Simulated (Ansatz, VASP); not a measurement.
One calculation of Ru, two programs

```xyz
1
Lattice="0.0000 1.8551 2.0406 1.8551 0.0000 2.0406 1.8551 1.8551 0.0000" Properties=species:S:1:pos:R:3 pbc="T T T"
Ru    0.0000    0.0000    0.0000
```

Alike in both runs: task single point; functional PBE; k mesh 24 × 24 × 24; occupations gaussian, width 0.15 eV; no spin polarisation.

|  | VASP | Ansatz |
| --- | --- | --- |
| version | VASP 6.6.1 | Ansatz 0.2.0 |
| potentials or method | VASP PAW PBE potentials, release 64 (Ru_pv), cutoff 520 eV | scalar-relativistic, plane waves, PAW |
| valence electrons in the cell | 14 | 16 |

|  | VASP | Ansatz | Ansatz less VASP |
| --- | --- | --- | --- |
| gap on the k mesh at the Fermi level (eV) | none | none | - |
| pressure (GPa) | -3.3 | -3.1 | +0.21 |
| traceless stress, the component that is largest in VASP (GPa) | -16.53 | -16.55 | -0.026 |

A gap of «none» marks a metal or a gap that the smearing closes. With one functional, cell and mesh, what is left measures potentials, basis and numerics. VASP's potentials hold 14 valence electrons a cell and Ansatz's 16, so a difference there can come from the potentials and not from the codes.
